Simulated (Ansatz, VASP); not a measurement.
# BAs in VASP and in Ansatz

The input POSCAR:

```
BAs
1.0
    2.9570103300      0.0000000000      0.0000000000
    0.0000000000      2.9570103300      0.0000000000
    0.0000000000      0.0000000000      2.9570103300
B As
1 1
Direct
    0.5000000000      0.5000000000      0.5000000000
    0.0000000000      0.0000000000      0.0000000000
```

Contents of INCAR.step1:

```
SYSTEM = BAs
PREC     = Accurate       ! precision mode
ENCUT    = 520            ! plane-wave cutoff, eV
EDIFF    = 1E-5           ! SCF threshold, eV
ISMEAR   = -1             ! smearing method
SIGMA    = 0.05           ! smearing width, eV
LREAL    = .False.        ! projectors in reciprocal space
LASPH    = .True.         ! aspherical terms in the spheres
NELM     = 100            ! most SCF steps
ALGO     = Normal         ! electronic algorithm
ISIF     = 2              ! what is computed and relaxed
LWAVE    = .True.         ! write WAVECAR
LCHARG   = .False.        ! write CHGCAR
GGA      = PE             ! functional
NBANDS   = 11             ! bands
```

Contents of INCAR.step2:

```
SYSTEM = BAs
PREC     = Accurate       ! precision mode
ENCUT    = 520            ! plane-wave cutoff, eV
EDIFF    = 1E-6           ! SCF threshold, eV
ISMEAR   = -1             ! smearing method
SIGMA    = 0.05           ! smearing width, eV
LREAL    = .False.        ! projectors in reciprocal space
LASPH    = .True.         ! aspherical terms in the spheres
NELM     = 100            ! most SCF steps
ALGO     = Normal         ! electronic algorithm
ISIF     = 2              ! what is computed and relaxed
LWAVE    = .False.        ! write WAVECAR
LCHARG   = .False.        ! write CHGCAR
GGA      = PE             ! functional
LHFCALC  = .True.         ! exact exchange
AEXX     = 0.15           ! exact-exchange fraction
HFSCREEN = 0.2            ! screening, 1/A
PRECFOCK = Normal       
ISTART   = 1            
NBANDS   = 11             ! bands
```

KPOINTS

```
regular mesh
0
Gamma
  5 5 5
  0 0 0
```

The input input:

```
crystal:
  lattice:
    - [2.95701033, 0.0, 0.0]
    - [0.0, 2.95701033, 0.0]
    - [0.0, 0.0, 2.95701033]
  atoms:
    - { symbol: B, position: [0.5, 0.5, 0.5] }
    - { symbol: As, position: [0.0, 0.0, 0.0] }
hamiltonian:
  xc: { exchange: pbe, correlation: pbe, exx: { coeff: 0.15, omega: 0.2 } }
  pseudopotentials: { kind: paw }
kpoints:
  mp_grid: { grid: [5, 5, 5] }
scf:
  occupations: { method: fermi_dirac, width: 0.05 }
output:
  forces: true
  stress: true
  eigenvalues: true
```

Alike in both runs: task single point; functional PBE-based screened hybrid with a share of 0.15 of exact exchange and HFSCREEN = 0.2; k mesh 5 × 5 × 5; occupations fermi-dirac, width 0.05 eV; no spin polarisation.

|  | VASP | Ansatz |
| --- | --- | --- |
| version | VASP 6.6.1 | Ansatz 0.2.0 |
| potentials or method | VASP PAW PBE potentials, release 64 (B, As) | Ansatz PAW |
| plane-wave cutoff (eV) | 520 | 420 |
| valence electrons in the cell | 8 | 18 |

|  | VASP | Ansatz | Ansatz less VASP |
| --- | --- | --- | --- |
| gap on the k mesh at the Fermi level (eV) | none | none | - |
| pressure (GPa) | -7.6 | -7.5 | +0.15 |

VASP's potentials were made for PBE, not for PBE-based screened hybrid. A gap of «none» marks a metal or a gap that the smearing closes. VASP's potentials hold 8 valence electrons a cell and Ansatz's 18, so a difference there can come from the potentials and not from the codes.

The k mesh is coarse, so the values compare programs but aren't converged.
